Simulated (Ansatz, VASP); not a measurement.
## Cs: VASP beside Ansatz

```
Cs
1.0
     5.43140    0.00000    0.00000
    -2.71570    4.70373    0.00000
     0.00000    0.00000   18.62330
Cs
4
Direct
  0.33333 0.66667 0.11839
  0.66667 0.33333 0.61839
  0.33333 0.66667 0.38161
  0.66667 0.33333 0.88161
```

Alike in both runs: functional PBE; k mesh 3 × 3 × 1; occupations gaussian, width 0.1 eV; no spin polarisation.

Ansatz relaxed the structure, and its values are those at the end. VASP's run is a single point on that final structure, the one shown.

|  | VASP | Ansatz |
| --- | --- | --- |
| version | VASP 6.6.1 | Ansatz 0.2.0 |
| potentials or method | VASP PAW PBE potentials, release 64 (Cs_sv), cutoff 500 eV | scalar-relativistic, plane waves, PAW |
| valence electrons in the cell | 36 | 36 |

|  | VASP | Ansatz | Ansatz less VASP |
| --- | --- | --- | --- |
| gap on the k mesh at the Fermi level (eV) | none | none | - |
| pressure (GPa) | 0.0 | 0.0 | +0.01 |
| rms of the force components (eV/Å) | 0.014 | 0.014 | -0.0001 |

A gap of «none» marks a metal or a gap that the smearing closes. With one functional, cell and mesh, what is left measures potentials, basis and numerics.

The k mesh is coarse, so the values compare programs but aren't converged. Neither program's run includes spin-orbit coupling.
